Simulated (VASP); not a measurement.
# La (P6_3/mmc) in VASP: a series of runs

La is run at these levels: PBEsol, LDA; tasks: relaxation of cell and atoms, single point.

All numbers are computed with VASP 6.6.1; they aren't measurements. Logs are shortened: lines on timing, memory, paths and dates and some standing lists are left out, and cuts for length are marked.

**1. The cell of the first run**

Symmetry: P6_3/mmc, No. 194, hexagonal system. Conventional cell: a = 3.750 Å, b = 3.750 Å, c = 6.070 Å, α = 90.00°, β = 90.00°, γ = 120.00°. Within 4.9 Å of La (site symmetry -6m2) lie 12 La at 3.73 to 3.75 Å.

**2. Relaxation of cell and atoms, PBEsol, target pressure 20 GPa, at which the enthalpy is minimised**

The input, INCAR:

```
PREC = Accurate
ENCUT = 600
EDIFF = 1E-6
ISMEAR = -1
SIGMA = 0.05
LREAL = False
LASPH = True
NELM = 80
ALGO = Normal
ISIF = 3
LWAVE = False
LCHARG = False
GGA = PS
IBRION = 2
NSW = 60
EDIFFG = -0.01
PSTRESS = 200.0
```

The input, KPOINTS:

```
Automatic mesh
0
Gamma
  8 8 5
```

The input, POSCAR:

```
La
1.0
    3.7500000000      0.0000000000      0.0000000000
   -1.8750000000      3.2475952642      0.0000000000
    0.0000000000      0.0000000000      6.0700000000
La
2
Direct
    0.6666666667      0.3333333333      0.7500000000
    0.3333333333      0.6666666667      0.2500000000
```

Potentials or basis: VASP PAW PBE potentials, release 64 (La).

Launch:

```bash
cat potpaw_PBE.64/La/POTCAR > POTCAR
mpirun -np 1 vasp_std > vasp.out
```

OUTCAR:

```text
PREC = Accurate
   ENCUT = 600
   EDIFF = 1E-6
   ISMEAR = -1
   LREAL = False
   LASPH = True
   NELM = 80
   ISIF = 3
   GGA = PS
   IBRION = 2
   NSW = 60
   EDIFFG = -0.01
   PSTRESS = 200.0

 ion  position               nearest neighbor table
   1  0.667  0.333  0.750-
   2  0.333  0.667  0.250-

  LATTYP: Found a hexagonal cell.
 ALAT       =     3.7500000000
 C/A-ratio  =     1.6186666667

  Lattice vectors:

 A1 = (   3.7500000000,   0.0000000000,   0.0000000000)
 A2 = (  -1.8750000000,   3.2475952642,   0.0000000000)
 A3 = (   0.0000000000,   0.0000000000,   6.0700000000)

Analysis of symmetry for initial positions (statically):
=====================================================================
 Subroutine PRICEL returns:
 Original cell was already a primitive cell.

 Routine SETGRP: Setting up the symmetry group for a
 hexagonal supercell.

 Subroutine GETGRP returns: Found 24 space group operations
 (whereof 12 operations were pure point group operations)
 out of a pool of 24 trial point group operations.

The static configuration has the point symmetry D_3d.
 The point group associated with its full space group is D_6h.

Analysis of symmetry for dynamics (positions and initial velocities):
=====================================================================
 Subroutine PRICEL returns:
 Original cell was already a primitive cell.

 Routine SETGRP: Setting up the symmetry group for a
 hexagonal supercell.

 Subroutine GETGRP returns: Found 24 space group operations
 (whereof 12 operations were pure point group operations)
 out of a pool of 24 trial point group operations.

The dynamic configuration has the point symmetry D_3d.
 The point group associated with its full space group is D_6h.

 Subroutine INISYM returns: Found 24 space group operations
 (whereof 12 operations are pure point group operations),
 and found     1 'primitive' translations

----------------------------------------------------------------------------------------

                                     Primitive cell

  volume of cell :      73.9234

  direct lattice vectors                    reciprocal lattice vectors
     3.750000000  0.000000000  0.000000000     0.266666667  0.153960072  0.000000000
    -1.875000000  3.247595264  0.000000000     0.000000000  0.307920144  0.000000000
     0.000000000  0.000000000  6.070000000     0.000000000  0.000000000  0.164744646

  length of vectors
     3.750000000  3.750000000  6.070000000     0.307920144  0.307920144  0.164744646

  position of ions in fractional coordinates (direct lattice)
     0.666666667  0.333333333  0.750000000
     0.333333333  0.666666667  0.250000000

  ion indices of the primitive-cell ions
   primitive index   ion index
                 1           1
                 2           2

----------------------------------------------------------------------------------------

 KPOINTS: Automatic mesh

Automatic generation of k-mesh.
 Grid dimensions read from file:
 generate k-points for:    8    8    5

 Generating k-lattice:

  Cartesian coordinates                     Fractional coordinates (reciprocal lattice)
     0.033333333  0.019245009  0.000000000     0.125000000  0.000000000  0.000000000
     0.000000000  0.038490018  0.000000000     0.000000000  0.125000000  0.000000000
     0.000000000  0.000000000  0.032948929     0.000000000  0.000000000  0.200000000

  Length of vectors
     0.038490018  0.038490018  0.032948929

  Shift w.r.t. Gamma in fractional coordinates (k-lattice)
     0.000000000  0.000000000  0.000000000

 Subroutine IBZKPT returns following result:
 ===========================================

 Found     30 irreducible k-points:

 Following reciprocal coordinates:
            Coordinates               Weight
  0.000000  0.000000  0.000000      1.000000
  0.125000  0.000000  0.000000      6.000000
  0.250000  0.000000  0.000000      6.000000
  0.375000 -0.000000  0.000000      6.000000
  0.500000  0.000000  0.000000      3.000000
  0.125000  0.125000  0.000000      6.000000
[... 16 lines left out ...]
  0.250000  0.000000  0.400000     12.000000
  0.375000 -0.000000  0.400000     12.000000
 [... further k-points ...]
   k-points           NKPTS =     30   k-points in BZ     NKDIM =     30   number of bands    NBANDS=     15
   number of dos      NEDOS =    301   number of ions     NIONS =      2
   total plane-waves  NPLWV =  43200
   dimension x,y,z NGX =    30 NGY =   30 NGZ =   48
   dimension x,y,z NGXF=    60 NGYF=   60 NGZF=   96
   ions per type =               2
   NGX,Y,Z   is equivalent  to a cutoff of  13.30, 13.30, 13.15 a.u.
   NGXF,Y,Z  is equivalent  to a cutoff of  26.60, 26.60, 26.29 a.u.
 SYSTEM =  unknown system
   PREC   = accura    normal or accurate (medium, high low for compatibility)
   ISTART =      0    job   : 0-new  1-cont  2-samecut
   ICHARG =      2    charge: 1-file 2-atom 10-const
   ISPIN  =      1    spin polarized calculation?
   LNONCOLLINEAR =      F non collinear calculations
   LSORBIT =      F    spin-orbit coupling
   LASPH  =      T    aspherical Exc in radial PAW
   ENCUT  =  600.0 eV  44.10 Ry    6.64 a.u.   7.49  7.49 12.12*2*pi/ulx,y,z
   NELM   =     80;   NELMIN=  2; NELMDL= -5     # of ELM steps
   EDIFF  = 0.1E-05   stopping-criterion for ELM
   LREAL  =      F    real-space projection
   EDIFFG = -.1E-01   stopping-criterion for IOM
   NSW    =     60    number of steps for IOM
   IBRION =      2    ionic relax: 0-MD 1-quasi-New 2-CG
   NFREE  =      1    steps in history (QN), initial steepest desc. (CG)
   ISIF   =      3    stress and relaxation
   ISYM   =      2    0-nonsym 1-usesym 2-fastsym
   POTIM  = 0.5000    time-step for ionic-motion
   TEBEG  =    0.0;   TEEND  =   0.0 temperature during run
   PSTRESS=  200.0 pullay stress
   NELECT =      22.0000    total number of electrons
   NUPDOWN=      -1.0000    fix difference up-down
   EMIN   =  10.00;   EMAX   =-10.00  energy-range for DOS
   EFERMI =   0.00;   METHOD = LEGACY
   ISMEAR =    -1;   SIGMA  =   0.05  broadening in eV -4-tet -1-fermi 0-gaus
   EFERMI_NEDOS =   21; number of points for ismear=-14 and -15
   IALGO  =     38    algorithm
   IMIX   =      4    mixing-type and parameters
     AMIX     =   0.40;   BMIX     =  1.00
     AMIX_MAG =   1.60;   BMIX_MAG =  1.00
  volume/ion in A,a.u.               =      36.96       249.43
  Fermi-wavevector in a.u.,A,eV,Ry     =   1.093004  2.065478 16.254307  1.194658
  Thomas-Fermi vector in A             =   2.229281
   LORBIT       =      0    0 simple, 1 ext, 2 COOP (PROOUT), +10 PAW based schemes
   GGA     = PS    functional components
   LHFCALC =     F    Hartree Fock is set to
   AEXX    =    0.0000 exact exchange contribution
   IVDW    =     0    specifies the selected vdW correction
   LEPSILON=     F    determine dielectric tensor
   LRPA    =     F    only Hartree local field effects (RPA)
 conjugate gradient relaxation of ions
 non-spin polarized calculation
  energy-cutoff  :      600.00
  volume of cell :       73.92
 maximum number of plane-waves:      2503
 NGX is ok and might be reduce to    30
   NGX = 15   NGY = 15   NGZ = 25

--------------------------------------- Ionic step        1  -------------------------------------------

 number of electron      21.9999997 magnetization

 Free energy of the ion-electron system (eV)
  ---------------------------------------------------
  ext. energy  EPLUGINS =         0.00000000
  ---------------------------------------------------
  free energy    TOTEN  =       -10.59740684 eV

  energy without entropy =      -10.56120049  energy(sigma->0) =      -10.57930367

 E-fermi :   7.7625     XC(G=0):  -9.7040

 val. band max:        7.7351148044   @ k =   0.1250   0.1250   0.0000
 cond. band min:       7.7852786775   @ k =   0.3750   0.2500   0.2000
 fundamental gap:      0.0501638731
 Fermi energy:         7.7625372224

 k-point     1 :       0.0000    0.0000    0.0000
  band No.  band energies     occupation
      1     -25.0669      2.00000
      2     -24.8596      2.00000
      3      -9.4154      2.00000
      4      -8.1851      2.00000
      5      -8.1851      2.00000
      6      -7.9952      2.00000
      7      -7.9952      2.00000
      8      -7.9706      2.00000
      9       4.5260      2.00000
     10       5.9764      2.00000
     11       8.8711      0.00000
     12       9.0949      0.00000
     13       9.0949      0.00000
     14       9.3365      0.00000
     15       9.4275      0.00000
[... 397 lines left out ...]
 k-point    24 :       0.3750   -0.0000    0.4000
  band No.  band energies     occupation
      1     -24.8698      2.00000
      2     -24.8382      2.00000
      3      -9.2497      2.00000
      4      -9.1583      2.00000
      5      -8.4662      2.00000
      6      -8.3550      2.00000
      7      -8.2778      2.00000
      8      -8.2558      2.00000
      9       6.0853      2.00000
     10       6.4323      2.00000
     11       7.3595      1.99937
     12       7.7139      1.45113
     13       9.1175      0.00000
     14       9.3803      0.00000
     15       9.5173      0.00000

 [... further k-points ...]

------------------------ aborting loop because EDIFF is reached ----------------------------------------

  FORCE on cell =-STRESS in cart. coord.  units (eV):
  Direction    XX          YY          ZZ          XY          YZ          ZX
  --------------------------------------------------------------------------------------
  -------------------------------------------------------------------------------------
  Total       -0.6139671     -0.6139671     -0.7486629      0.0000000      0.0000000      0.0000000
  in kB      -13.3068063    -13.3068063    -16.2261321      0.0000000      0.0000000      0.0000000
  external PRESSURE =    -214.2799149 kB  Pullay stress =     200.0000000 kB
[... 93 lines left out ...]
  FREE ENERGIE OF THE ION-ELECTRON SYSTEM (eV)
  ---------------------------------------------------
  free  energy   TOTEN  =        -9.7313391014 eV

  energy  without entropy=       -9.7102125362  energy(sigma->0) =       -9.72077582

  enthalpy is  TOTEN    =        -3.8267067928 eV   P V=        5.9046323086

[... ionic steps 4 to 13 ...]

--------------------------------------- Ionic step       14  -------------------------------------------

 number of electron      22.0000000 magnetization

------------------------ aborting loop because EDIFF is reached ----------------------------------------

  FORCE on cell =-STRESS in cart. coord.  units (eV):
  Direction    XX          YY          ZZ          XY          YZ          ZX
  --------------------------------------------------------------------------------------
  -------------------------------------------------------------------------------------
  Total        5.7208365      5.7208365      5.6758072      0.0000000      0.0000000      0.0000000
  in kB      200.9843649    200.9843649    199.4023972      0.0000000      0.0000000      0.0000000
  external PRESSURE =       0.4570423 kB  Pullay stress =     200.0000000 kB
[... 61 lines left out ...]
  enthalpy is  TOTEN    =        -3.8685065838 eV   P V=        5.6941540480

--------------------------------------- Ionic step       16  -------------------------------------------

 number of electron      22.0000000 magnetization

 Free energy of the ion-electron system (eV)
  ---------------------------------------------------
  ext. energy  EPLUGINS =         0.00000000
  ---------------------------------------------------
  free energy    TOTEN  =        -9.56592292 eV

  energy without entropy =       -9.54859625  energy(sigma->0) =       -9.55725958

 E-fermi :  13.5502     XC(G=0): -11.8632

 val. band max:       13.5236066394   @ k =   0.2500   0.2500   0.4000
 cond. band min:      13.5515332978   @ k =   0.1250   0.0000   0.0000
 fundamental gap:      0.0279266584
 Fermi energy:        13.5502352227

 k-point     1 :       0.0000    0.0000    0.0000
  band No.  band energies     occupation
      1     -19.5033      2.00000
      2     -18.5714      2.00000
      3      -5.0260      2.00000
      4      -0.6522      2.00000
      5      -0.6522      2.00000
      6      -0.5646      2.00000
      7      -0.1643      2.00000
      8      -0.1643      2.00000
      9      11.5633      2.00000
     10      11.7404      2.00000
     11      14.0801      0.00005
     12      15.2030      0.00000
     13      15.2030      0.00000
     14      15.3159      0.00000
     15      15.3993      0.00000
[... 397 lines left out ...]
 k-point    24 :       0.3750   -0.0000    0.4000
  band No.  band energies     occupation
      1     -18.3853      2.00000
      2     -18.2299      2.00000
      3      -4.5934      2.00000
      4      -4.3557      2.00000
      5      -2.2152      2.00000
      6      -1.5395      2.00000
      7      -1.4492      2.00000
      8      -1.1706      2.00000
      9      10.7907      2.00000
     10      11.3252      2.00000
     11      12.1316      2.00000
     12      12.9197      1.99999
     13      15.4766      0.00000
     14      16.0435      0.00000
     15      16.0464      0.00000

 [... further k-points ...]

------------------------ aborting loop because EDIFF is reached ----------------------------------------

  FORCE on cell =-STRESS in cart. coord.  units (eV):
  Direction    XX          YY          ZZ          XY          YZ          ZX
  --------------------------------------------------------------------------------------
  -------------------------------------------------------------------------------------
  Total        5.6939569      5.6939569      5.7093702      0.0000000      0.0000000      0.0000000
  in kB      199.8793919    199.8793919    200.4204571      0.0000000      0.0000000      0.0000000
  external PRESSURE =       0.0597469 kB  Pullay stress =     200.0000000 kB
[... 17 lines left out ...]
  FREE ENERGIE OF THE ION-ELECTRON SYSTEM (eV)
  ---------------------------------------------------
  free  energy   TOTEN  =        -9.5659229168 eV

  energy  without entropy=       -9.5485962468  energy(sigma->0) =       -9.55725958

  enthalpy is  TOTEN    =        -3.8685303035 eV   P V=        5.6973926134

 reached required accuracy - stopping structural energy minimisation
```

It took 6.8 min on 1 thread of Intel Xeon Platinum 8488C (Sapphire Rapids), shared host; peak memory 0.24 GiB.

Results:

* Free energy: -9.5659 eV
* Relaxed volume: 22.82 Å³/atom
* Relaxed cell: a = 3.129 Å, b = 3.129 Å, c = 5.385 Å, α = 90.00°, β = 90.00°, γ = 120.00°
* Space group after relaxing (to 0.1 Å): P6_3/mmc (No. 194)
* Energy change on relaxing (the run minimises the enthalpy): +515.7 meV/atom
* Ionic steps: 16
* Pressure after relaxing: 20.0 GPa
* Band gap on the k mesh: zero (bands 11 and 12 overlap by 2.20 eV)

Step by step:
```
step  energy change (eV)  largest force (eV/Å)  pressure (GPa)  volume (Å³)
   1              0.0000                0.0000           -1.43        73.92
   2              4.7094                0.0000           90.31        32.65
   3              0.8661                0.0000           17.44        47.30
   4              0.9586                0.0000           18.98        46.48
   5              1.0197                0.0000           19.83        45.98
   6              1.0795                0.0000           20.74        45.51
   7              1.0846                0.0000           20.99        45.28
   8              1.0982                0.0000           21.11        45.12
   9              1.1069                0.0000           21.10        45.05
  10              1.1045                0.0000           21.17        45.07
  11              0.9609                0.0000           18.91        46.23
  12              1.0374                0.0000           20.08        45.59
  13              1.0328                0.0000           19.39        45.63
  14              1.0361                0.0000           20.05        45.60
  15              1.0347                0.0000           19.98        45.62
  16              1.0315                0.0000           20.01        45.64
```

Final structure:
```cif
data_structure
_symmetry_space_group_name_H-M 'P 1'
_symmetry_Int_Tables_number 1
_cell_length_a 3.1285
_cell_length_b 3.1285
_cell_length_c 5.3846
_cell_angle_alpha 90.000
_cell_angle_beta 90.000
_cell_angle_gamma 120.000
_cell_volume 45.64
loop_
_atom_site_label
_atom_site_type_symbol
_atom_site_fract_x
_atom_site_fract_y
_atom_site_fract_z
_atom_site_occupancy
La1 La 0.66667 0.33333 0.75000 1
La2 La 0.33333 0.66667 0.25000 1
```

Levels at points of the mesh, in eV from the Fermi level:
```tsv
k point	band 9	band 10	band 11	band 12	band 13	band 14
(0.00, 0.00, 0.00)	-1.99	-1.81	0.53	1.65	1.65	1.77
(0.50, 0.00, 0.00)	-3.14	-2.35	-1.41	1.60	1.71	1.94
```

Caveat: the cell is relaxed towards a set pressure, so the run minimises the enthalpy, not the energy; the volume moved by over 15 % at a fixed basis, so the end points are rough; the PAW data sets were made with another functional, which shifts forces and pressure a little; spin-orbit coupling is left out, which moves the levels of the heavy elements.

**3. Relaxation of cell and atoms, PBEsol, target pressure 30 GPa, at which the enthalpy is minimised**

The input, INCAR:

```
SYSTEM = La
  ALGO = Normal
  EDIFF = 1E-7
  EDIFFG = -0.01
  ENCUT = 600
  GGA = PS
  IBRION = 2
  ISIF = 3
  ISMEAR = -1
  LASPH = .True.
  LCHARG = .False.
  LREAL = .False.
  LWAVE = .False.
  NELM = 60
  NSW = 60
  PREC = Accurate
  PSTRESS = 300.0
  SIGMA = 0.05
```

The input, KPOINTS:

```
k-points
0
Gamma
  8 8 5
  0 0 0
```

POSCAR is that of step 2.

Potentials or basis: VASP PAW PBE potentials, release 64 (La).

Launch:

```bash
cat potpaw_PBE.64/La/POTCAR > POTCAR
mpirun -np 1 vasp_std > vasp.out
```

It took 8.1 min on 1 thread of Intel Xeon Platinum 8488C (Sapphire Rapids), shared host; peak memory 0.26 GiB.

The run converged. Its results:

```yaml
Free_energy: -8.9415 eV
Relaxed_volume: 20.78 Å³/atom
Relaxed_cell: a = 3.037 Å, b = 3.037 Å, c = 5.203 Å, α = 90.00°, β = 90.00°, γ = 120.00°
Space_group_after_relaxing_to_0.1_Å: P6_3/mmc (No. 194)
Energy_change_on_relaxing_the_run_minimises_the_enthalpy: +827.9 meV/atom
Ionic_steps: 15
Pressure_after_relaxing: 30.0 GPa
Band_gap_on_the_k_mesh: zero (bands 11 and 12 overlap by 2.50 eV)
```

Step by step:
```
step  energy change (eV)  largest force (eV/Å)  pressure (GPa)  volume (Å³)
   1              0.0000                0.0000           -1.43        73.92
   2             22.9995                0.0000          516.11        20.32
   3              0.0960                0.0000            4.22        60.12
   4              0.3969                0.0000            9.77        53.00
   5              1.9424                0.0000           34.76        40.36
   6              1.5891                0.0000           28.71        42.14
   7              1.6851                0.0000           30.51        41.62
   8              1.6896                0.0000           30.51        41.40
   9              1.7068                0.0000           30.92        41.29
  10              1.7023                0.0000           30.82        41.32
  11              1.7010                0.0000           30.64        41.32
  12              1.6129                0.0000           29.22        41.80
  13              1.6572                0.0000           30.01        41.56
  14              1.6563                0.0000           29.99        41.56
  15              1.6559                0.0000           29.99        41.56
```

Final structure:
```
La
1.0
     3.03719    0.00000    0.00000
    -1.51860    2.63028    0.00000
     0.00000    0.00000    5.20270
La
2
Direct
  0.66667 0.33333 0.75000
  0.33333 0.66667 0.25000
```

Levels at points of the mesh, in eV from the Fermi level:
```tsv
k point	band 8	band 9	band 10	band 11	band 12	band 13	band 14	band 15
(0.00, 0.00, 0.00)	-13.27	-2.07	-1.20	0.34	1.58	1.58	1.64	1.79
(0.50, 0.00, 0.00)	-14.23	-3.62	-2.62	-1.46	1.45	1.59	1.96	2.19
```

Caveat: the cell is relaxed towards a set pressure, so the run minimises the enthalpy, not the energy; the volume moved by over 15 % at a fixed basis, so the end points are rough; the PAW data sets were made with another functional, which shifts forces and pressure a little; spin-orbit coupling is left out, which moves the levels of the heavy elements.

[end of part 1 of 2]

The gap in the log of VASP goes by the Fermi energy; the results here count the filled bands.